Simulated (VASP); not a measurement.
# MnF2 (P4_2/mnm) in VASP: further runs

MnF2 is run at these levels: PBE+U; tasks: single point.

Program: VASP 6.6.1. These are calculated values, not measurements. Logs are shortened: lines on timing, memory, paths and dates and some standing lists are left out, and cuts for length are marked.

**1. The cell of the first run**

It takes space group P4_2/mnm (No. 136, tetragonal). Conventional cell: a = 5.020 Å, b = 5.020 Å, c = 3.372 Å, α = 90.00°, β = 90.00°, γ = 90.00°. Mn (site symmetry mmm) has 6 F at 2.17 to 2.18 Å within 2.9 Å. Within 2.9 Å of F (site symmetry m2m) lie 3 Mn at 2.17 to 2.18 Å and 1 F at 2.76 Å.

**2. Single point, PBE+U, collinear spin, antiferromagnetic start (14.16 Å³/atom)**

INCAR

```
PREC = Accurate
ENCUT = 520
EDIFF = 1E-6
ISMEAR = 0
SIGMA = 0.05
LREAL = False
LASPH = True
NELM = 150
ALGO = Normal
ISIF = 2
LWAVE = False
LCHARG = False
ISPIN = 2
MAGMOM = 4.73 -4.73 -0.02 0.02 -0.02 0.02
LORBIT = 11
LMAXMIX = 4
LDAU = True
LDAUTYPE = 2
LDAUL = 2 -1
LDAUU = 3.9 0
LDAUJ = 0 0
LDAUPRINT = 1
GGA = PE
NBANDS = 40
```

KPOINTS

```
Automatic mesh
0
Gamma
  4 4 6
```

POSCAR

```
MnF2
1.0
    5.0199064835     -0.0000000297      0.0000000000
   -0.0000000297      5.0199064835      0.0000000000
    0.0000000000      0.0000000000      3.3718264659
Mn F
2 4
Direct
    0.0000000000      0.0000000000      0.0000000000
    0.5000000000      0.5000000000      0.5000000000
    0.3055967305      0.3055967305      0.0000000000
    0.1944032689      0.8055967311      0.5000000000
    0.6944032695      0.6944032695      0.0000000000
    0.8055967311      0.1944032689      0.5000000000
```

Potentials or basis: VASP PAW PBE potentials, release 64 (Mn_pv, F).

On the command line:

```sh
cat potpaw_PBE.64/Mn_pv/POTCAR potpaw_PBE.64/F/POTCAR > POTCAR
mpirun -np 1 vasp_std > vasp.out
```

OUTCAR:

```text
PREC = Accurate
   ENCUT = 520
   EDIFF = 1E-6
   ISMEAR = 0
   LREAL = False
   LASPH = True
   NELM = 150
   ISIF = 2
   ISPIN = 2
   LORBIT = 11
   GGA = PE

 ion  position               nearest neighbor table
   1  0.000  0.000  0.000-   3 2.17   5 2.17   4 2.18   6 2.18   4 2.18   6 2.18
   2  0.500  0.500  0.500-   4 2.17   6 2.17   5 2.18   3 2.18   3 2.18   5 2.18
   3  0.306  0.306  0.000-   1 2.17   2 2.18   2 2.18
   4  0.194  0.806  0.500-   2 2.17   1 2.18   1 2.18
   5  0.694  0.694  0.000-   1 2.17   2 2.18   2 2.18
   6  0.806  0.194  0.500-   2 2.17   1 2.18   1 2.18

  LATTYP: Found a simple tetragonal cell.
 ALAT       =     5.0199064835
 C/A-ratio  =     0.6716910917

  Lattice vectors:

 A1 = (   5.0199064835,  -0.0000000297,   0.0000000000)
 A2 = (  -0.0000000297,   5.0199064835,   0.0000000000)
 A3 = (   0.0000000000,   0.0000000000,   3.3718264659)

Analysis of symmetry for initial positions (statically):
=====================================================================
 Subroutine PRICEL returns:
 Original cell was already a primitive cell.

 Routine SETGRP: Setting up the symmetry group for a
 simple tetragonal supercell.

 Subroutine GETGRP returns: Found 16 space group operations
 (whereof  8 operations were pure point group operations)
 out of a pool of 16 trial point group operations.

The static configuration has the point symmetry D_2h.
 The point group associated with its full space group is D_4h.

Analysis of symmetry for dynamics (positions and initial velocities):
=====================================================================
 Subroutine PRICEL returns:
 Original cell was already a primitive cell.

 Routine SETGRP: Setting up the symmetry group for a
 simple tetragonal supercell.

 Subroutine GETGRP returns: Found 16 space group operations
 (whereof  8 operations were pure point group operations)
 out of a pool of 16 trial point group operations.

The dynamic configuration has the point symmetry D_2h.
 The point group associated with its full space group is D_4h.

Analysis of structural, dynamic, and magnetic symmetry:
=====================================================================
 Subroutine PRICEL returns:
 Original cell was already a primitive cell.

 Routine SETGRP: Setting up the symmetry group for a
 simple tetragonal supercell.

 Subroutine GETGRP returns: Found 16 space group operations
 (whereof  8 operations were pure point group operations)
 out of a pool of 16 trial point group operations.

The overall configuration has the point symmetry D_2h.
 The point group associated with its full space group is D_4h.

 Subroutine INISYM returns: Found 16 space group operations
 (whereof  8 operations are pure point group operations),
 and found     1 'primitive' translations

----------------------------------------------------------------------------------------

                                     Primitive cell

  volume of cell :      84.9682

  direct lattice vectors                    reciprocal lattice vectors
     5.019906483 -0.000000030  0.000000000     0.199206898  0.000000001  0.000000000
    -0.000000030  5.019906483  0.000000000     0.000000001  0.199206898  0.000000000
     0.000000000  0.000000000  3.371826466     0.000000000  0.000000000  0.296575168

  length of vectors
     5.019906483  5.019906483  3.371826466     0.199206898  0.199206898  0.296575168

  position of ions in fractional coordinates (direct lattice)
     0.000000000  0.000000000  0.000000000
     0.500000000  0.500000000  0.500000000
     0.305596730  0.305596730  0.000000000
     0.194403269  0.805596731  0.500000000
     0.694403270  0.694403270  0.000000000
     0.805596731  0.194403269  0.500000000

  ion indices of the primitive-cell ions
   primitive index   ion index
                 1           1
                 2           2
                 3           3
                 4           4
                 5           5
                 6           6

----------------------------------------------------------------------------------------

 KPOINTS: Automatic mesh

Automatic generation of k-mesh.
 Grid dimensions read from file:
 generate k-points for:    4    4    6

[... 106 lines left out ...]

atom =   1  type =  1  l = 2

 onsite density matrix

spin component  1

  0.9667  0.0000 -0.0156  0.0000  0.0000
  0.0000  0.9627  0.0000 -0.0147  0.0000
 -0.0156  0.0000  0.9572  0.0000  0.0000
  0.0000 -0.0147  0.0000  0.9627  0.0000
  0.0000  0.0000  0.0000  0.0000  0.9482

spin component  2

  0.0385  0.0000 -0.0212  0.0000 -0.0000
  0.0000  0.0328  0.0000 -0.0196  0.0000
 -0.0212  0.0000  0.0270  0.0000 -0.0000
  0.0000 -0.0196  0.0000  0.0328  0.0000
 -0.0000  0.0000 -0.0000  0.0000  0.0115

 occupancies and eigenvectors

  o =  0.0108  v =  0.0000  0.0000  0.0000  0.0000  0.0000 -0.6082  0.0000 -0.7938  0.0000 -0.0000      0.0000  0.0000  0.0000  0.0000  0.0000  0.0000  0.0000  0.0000  0.0000  0.0000
  o =  0.0115  v =  0.0000  0.0000  0.0000  0.0000  0.0000  0.0000 -0.0000  0.0000 -0.0000 -1.0000      0.0000  0.0000  0.0000  0.0000  0.0000  0.0000  0.0000  0.0000  0.0000  0.0000
  o =  0.0132  v =  0.0000  0.0000  0.0000  0.0000  0.0000  0.0000  0.7071  0.0000  0.7071 -0.0000      0.0000  0.0000  0.0000  0.0000  0.0000  0.0000  0.0000  0.0000  0.0000  0.0000
  o =  0.0524  v =  0.0000  0.0000  0.0000  0.0000  0.0000  0.0000  0.7071 -0.0000 -0.7071 -0.0000      0.0000  0.0000  0.0000  0.0000  0.0000  0.0000  0.0000  0.0000  0.0000  0.0000
  o =  0.0547  v =  0.0000  0.0000  0.0000  0.0000  0.0000 -0.7938  0.0000  0.6082 -0.0000 -0.0000      0.0000  0.0000  0.0000  0.0000  0.0000  0.0000  0.0000  0.0000  0.0000  0.0000
  o =  0.9457  v =  0.5952 -0.0000  0.8036  0.0000 -0.0000  0.0000  0.0000  0.0000  0.0000  0.0000      0.0000  0.0000  0.0000  0.0000  0.0000  0.0000  0.0000  0.0000  0.0000  0.0000
  o =  0.9480  v =  0.0000 -0.7071 -0.0000 -0.7071  0.0000  0.0000  0.0000  0.0000  0.0000  0.0000      0.0000  0.0000  0.0000  0.0000  0.0000  0.0000  0.0000  0.0000  0.0000  0.0000
  o =  0.9482  v = -0.0000 -0.0000 -0.0000  0.0000 -1.0000  0.0000  0.0000  0.0000  0.0000  0.0000      0.0000  0.0000  0.0000  0.0000  0.0000  0.0000  0.0000  0.0000  0.0000  0.0000
  o =  0.9773  v =  0.0000 -0.7071 -0.0000  0.7071  0.0000  0.0000  0.0000  0.0000  0.0000  0.0000      0.0000  0.0000  0.0000  0.0000  0.0000  0.0000  0.0000  0.0000  0.0000  0.0000
  o =  0.9782  v =  0.8036  0.0000 -0.5952  0.0000 -0.0000  0.0000  0.0000  0.0000  0.0000  0.0000      0.0000  0.0000  0.0000  0.0000  0.0000  0.0000  0.0000  0.0000  0.0000  0.0000

atom =   2  type =  1  l = 2

 onsite density matrix

spin component  1

  0.0385  0.0000  0.0212  0.0000 -0.0000
  0.0000  0.0328  0.0000  0.0196  0.0000
  0.0212  0.0000  0.0270  0.0000 -0.0000
  0.0000  0.0196  0.0000  0.0328  0.0000
 -0.0000  0.0000 -0.0000  0.0000  0.0115

spin component  2

  0.9667  0.0000  0.0156  0.0000  0.0000
  0.0000  0.9627  0.0000  0.0147  0.0000
  0.0156  0.0000  0.9572  0.0000  0.0000
  0.0000  0.0147  0.0000  0.9627  0.0000
  0.0000  0.0000  0.0000  0.0000  0.9482

 occupancies and eigenvectors

  o =  0.0108  v = -0.6082  0.0000  0.7938 -0.0000  0.0000  0.0000  0.0000  0.0000  0.0000  0.0000      0.0000  0.0000  0.0000  0.0000  0.0000  0.0000  0.0000  0.0000  0.0000  0.0000
  o =  0.0115  v =  0.0000 -0.0000 -0.0000  0.0000  1.0000  0.0000  0.0000  0.0000  0.0000  0.0000      0.0000  0.0000  0.0000  0.0000  0.0000  0.0000  0.0000  0.0000  0.0000  0.0000
  o =  0.0132  v = -0.0000 -0.7071  0.0000  0.7071 -0.0000  0.0000  0.0000  0.0000  0.0000  0.0000      0.0000  0.0000  0.0000  0.0000  0.0000  0.0000  0.0000  0.0000  0.0000  0.0000
  o =  0.0524  v =  0.0000  0.7071  0.0000  0.7071 -0.0000  0.0000  0.0000  0.0000  0.0000  0.0000      0.0000  0.0000  0.0000  0.0000  0.0000  0.0000  0.0000  0.0000  0.0000  0.0000
  o =  0.0547  v = -0.7938  0.0000 -0.6082  0.0000  0.0000  0.0000  0.0000  0.0000  0.0000  0.0000      0.0000  0.0000  0.0000  0.0000  0.0000  0.0000  0.0000  0.0000  0.0000  0.0000
  o =  0.9457  v =  0.0000  0.0000  0.0000  0.0000  0.0000 -0.5952  0.0000  0.8036 -0.0000 -0.0000      0.0000  0.0000  0.0000  0.0000  0.0000  0.0000  0.0000  0.0000  0.0000  0.0000
  o =  0.9480  v =  0.0000  0.0000  0.0000  0.0000  0.0000 -0.0000 -0.7071  0.0000  0.7071 -0.0000      0.0000  0.0000  0.0000  0.0000  0.0000  0.0000  0.0000  0.0000  0.0000  0.0000
  o =  0.9482  v =  0.0000  0.0000  0.0000  0.0000  0.0000 -0.0000 -0.0000  0.0000  0.0000  1.0000      0.0000  0.0000  0.0000  0.0000  0.0000  0.0000  0.0000  0.0000  0.0000  0.0000
  o =  0.9773  v =  0.0000  0.0000  0.0000  0.0000  0.0000 -0.0000 -0.7071 -0.0000 -0.7071 -0.0000      0.0000  0.0000  0.0000  0.0000  0.0000  0.0000  0.0000  0.0000  0.0000  0.0000
  o =  0.9782  v =  0.0000  0.0000  0.0000  0.0000  0.0000 -0.8036  0.0000 -0.5952  0.0000 -0.0000      0.0000  0.0000  0.0000  0.0000  0.0000  0.0000  0.0000  0.0000  0.0000  0.0000

 number of electron      53.9999994 magnetization      -0.0000000

 Free energy of the ion-electron system (eV)
  ---------------------------------------------------
  ext. energy  EPLUGINS =         0.00000000
  ---------------------------------------------------
  free energy    TOTEN  =       -37.92493321 eV

  energy without entropy =      -37.92493321  energy(sigma->0) =      -37.92493321

 E-fermi :   0.8673     XC(G=0):  -9.3418

 val. band max:        0.5681111465   @ k =   0.5000   0.0000   0.0000
 cond. band min:       4.1092505603   @ k =   0.0000   0.0000   0.0000
 fundamental gap:      3.5411394138
 Fermi energy:         0.8672538428

 spin component 1

 k-point     1 :       0.0000    0.0000    0.0000
  band No.  band energies     occupation
      1     -47.6048      1.00000
      2     -47.5579      1.00000
      3     -47.5458      1.00000
      4     -42.5500      1.00000
      5     -42.5000      1.00000
      6     -42.4846      1.00000
[... 997 lines left out ...]
     38      11.6300      0.00000
     39      11.6684      0.00000
 Fermi energy:         0.8672538428

 spin component 2

 k-point     1 :       0.0000    0.0000    0.0000
  band No.  band energies     occupation
      1     -47.6048      1.00000
      2     -47.5579      1.00000
      3     -47.5458      1.00000
      4     -42.5500      1.00000
      5     -42.5000      1.00000
      6     -42.4846      1.00000
[... 997 lines left out ...]
     38      11.6300      0.00000
     39      11.6684      0.00000
 [bands above 39 left out]

------------------------ aborting loop because EDIFF is reached ----------------------------------------

  FORCE on cell =-STRESS in cart. coord.  units (eV):
  Direction    XX          YY          ZZ          XY          YZ          ZX
  --------------------------------------------------------------------------------------
  -------------------------------------------------------------------------------------
  Total       -1.2073364     -1.2073364     -1.3387023      0.0000000      0.0000000      0.0000000
  in kB      -22.7657733    -22.7657733    -25.2428351      0.0000003      0.0000000      0.0000000
  external PRESSURE =     -23.5914606 kB  Pullay stress =       0.0000000 kB

 VOLUME and BASIS-vectors are now :
 -----------------------------------------------------------------------------
  energy-cutoff  :      520.00
  volume of cell :       84.97
      direct lattice vectors                 reciprocal lattice vectors
     5.019906483 -0.000000030  0.000000000     0.199206898  0.000000001  0.000000000
    -0.000000030  5.019906483  0.000000000     0.000000001  0.199206898  0.000000000
     0.000000000  0.000000000  3.371826466     0.000000000  0.000000000  0.296575168

 POSITION                                       TOTAL-FORCE (eV/Angst)
 -----------------------------------------------------------------------------------
      0.00000      0.00000      0.00000         0.000000      0.000000      0.000000
      2.50995      2.50995      1.68591        -0.000000      0.000000      0.000000
      1.53407      1.53407      0.00000        -0.004615     -0.004615     -0.000000
      0.97589      4.04402      1.68591         0.004615     -0.004615      0.000000
      3.48584      3.48584      0.00000         0.004615      0.004615      0.000000
      4.04402      0.97589      1.68591        -0.004615      0.004615      0.000000
 -----------------------------------------------------------------------------------
    total drift:                               -0.000000      0.000000     -0.000000

  FREE ENERGIE OF THE ION-ELECTRON SYSTEM (eV)
  ---------------------------------------------------
  free  energy   TOTEN  =       -37.9249332146 eV

  energy  without entropy=      -37.9249332146  energy(sigma->0) =      -37.92493321

 total charge

# of ion       s       p       d       tot
------------------------------------------
    1        0.150   6.124   4.923  11.197
    2        0.150   6.124   4.923  11.197
    3        1.733   4.361   0.000   6.094
    4        1.733   4.361   0.000   6.094
    5        1.733   4.361   0.000   6.094
    6        1.733   4.361   0.000   6.094
--------------------------------------------------
tot          7.231  29.693   9.846  46.769

 magnetization (x)

# of ion       s       p       d       tot
------------------------------------------
    1        0.019   0.016   4.645   4.681
    2       -0.019  -0.016  -4.645  -4.681
    3       -0.002  -0.015   0.000  -0.017
    4        0.002   0.015   0.000   0.017
    5       -0.002  -0.015   0.000  -0.017
    6        0.002   0.015   0.000   0.017
--------------------------------------------------
tot          0.000   0.000  -0.000  -0.000
```

It took 2.5 min on 1 thread of Intel Xeon Platinum 8488C (Sapphire Rapids), shared host; peak memory 0.3 GiB.

What came out:

* Free energy: -37.9249 eV
* Pressure: -2.4 GPa
* Largest force: 0.007 eV/Å
* Band gap on the k mesh: 3.54 eV (least direct gap 3.57 eV)
* Net moment: 0.00 μB per cell
* Site moments: Mn +4.68, -4.68; F -0.02, +0.02 (each value once) μB
* Valence electrons inside the program's atomic spheres: Mn 11.20; F 6.09

Forces on the atoms (eV/Å):
```
Mn   0.000  0.000  0.000
Mn   0.000  0.000  0.000
F   -0.005 -0.005  0.000
F    0.005 -0.005  0.000
F    0.005  0.005  0.000
F   -0.005  0.005  0.000
```

Stress tensor (GPa, compression positive):
```
-2.28  0.00  0.00
 0.00 -2.28  0.00
 0.00  0.00 -2.52
```

Eigenvalues of the final occupation matrices:
```
    site  spin  trace               eigenvalues
site 1 d     1   4.80  0.95 0.95 0.95 0.98 0.98
site 1 d     2   0.14  0.01 0.01 0.01 0.05 0.05
site 2 d     1   0.14  0.01 0.01 0.01 0.05 0.05
site 2 d     2   4.80  0.95 0.95 0.95 0.98 0.98
```

A k mesh can miss the band edges. The state reached can hang on the start; a lower one may exist.

(Continued in part 2 of 2.)
